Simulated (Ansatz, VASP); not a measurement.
**ZnS: VASP beside Ansatz**

```xyz
2
Lattice="0.0000 2.7020 2.7020 2.7020 0.0000 2.7020 2.7020 2.7020 0.0000" Properties=species:S:1:pos:R:3 pbc="T T T"
Zn    4.0530    4.0530    4.0530
S     0.0000    0.0000    0.0000
```

Alike in both runs: task single point; functional PBE-based screened hybrid with a share of 0.3 of exact exchange and HFSCREEN = 0.2; k mesh 5 × 5 × 5; occupations fermi-dirac, width 0.05 eV; no spin polarisation.

|  | VASP | Ansatz |
| --- | --- | --- |
| version | VASP 6.6.1 | Ansatz 0.2.0 |
| potentials or method | VASP PAW PBE potentials, release 64 (Zn, S) | Ansatz PAW |
| plane-wave cutoff (eV) | 520 | 420 |
| valence electrons in the cell | 18 | 18 |

|  | VASP | Ansatz | Ansatz less VASP |
| --- | --- | --- | --- |
| gap on the k mesh at the Fermi level (eV) | 3.61 | 3.62 | +0.014 |
| least direct gap on the mesh (eV) | 3.61 | 3.62 | +0.014 |
| pressure (GPa) | 0.8 | 0.8 | +0.03 |

VASP's potentials were made for PBE, not for PBE-based screened hybrid.

Noted on Ansatz's run: odd divisions of the mesh miss points on the zone boundary, where band edges often lie, so the gap on the mesh can be too wide.
